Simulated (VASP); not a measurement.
A run of VASP 6.6.1 is set up as follows.

INCAR

```
SYSTEM = Al4Fe3Co
PREC     = Accurate       ! precision mode
ENCUT    = 520            ! plane-wave cutoff, eV
EDIFF    = 1E-6           ! SCF threshold, eV
ISMEAR   = 0              ! smearing method
SIGMA    = 0.2            ! smearing width, eV
LREAL    = .False.        ! projectors in reciprocal space
LASPH    = .True.         ! aspherical terms in the spheres
NELM     = 150            ! most SCF steps
ALGO     = Fast           ! electronic algorithm
ISIF     = 2              ! what is computed and relaxed
LWAVE    = .False.        ! write WAVECAR
LCHARG   = .True.         ! write CHGCAR
ISPIN    = 2              ! spin polarisation
MAGMOM   = 0 0 0 0 0 0.65 0.89 0.65 ! initial moments
LORBIT   = 11             ! projections on sites
LMAXMIX  = 4              ! l up to which the mixer works
GGA      = PE             ! functional
LELF     = .True.         ! ELF
LVHAR    = .True.       
NBANDS   = 36             ! bands
```

KPOINTS

```
regular mesh
0
Gamma
  8 4 4
  0 0 0
```

Contents of POSCAR:

```
Al4Fe3Co
1.0
    0.0000000000      0.0000000000      2.8686439000
    5.7353878000      0.0000000000      0.0000000000
    0.0000000000      5.7353878000      0.0000000000
Al Co Fe
4 1 3
Direct
    0.0000000000      0.2507540000      0.7492460000
    0.0000000000      0.2507540000      0.2507540000
    0.0000000000      0.7492460000      0.7492460000
    0.0000000000      0.7492460000      0.2507540000
    0.5000000000      0.5000000000      0.5000000000
    0.5000000000      0.5000000000      0.0000000000
    0.5000000000      0.0000000000      0.0000000000
    0.5000000000      0.0000000000      0.5000000000
```

Potentials or basis: VASP PAW PBE potentials, release 64 (Al, Co, Fe).

Run with:

```bash
$ cat potpaw_PBE.64/Al/POTCAR potpaw_PBE.64/Co/POTCAR potpaw_PBE.64/Fe/POTCAR > POTCAR
$ mpirun -np 1 vasp_std > vasp.out
```

(1) Predict the site moments.

(2) Predict the net moment.

(3) Estimate the pressure.

Answers

(1) Al -0.02; Co -0.09; Fe +0.66, +0.86 (each value once) μB.

(2) 1.96 μB per cell.

(3) 0.2 GPa.
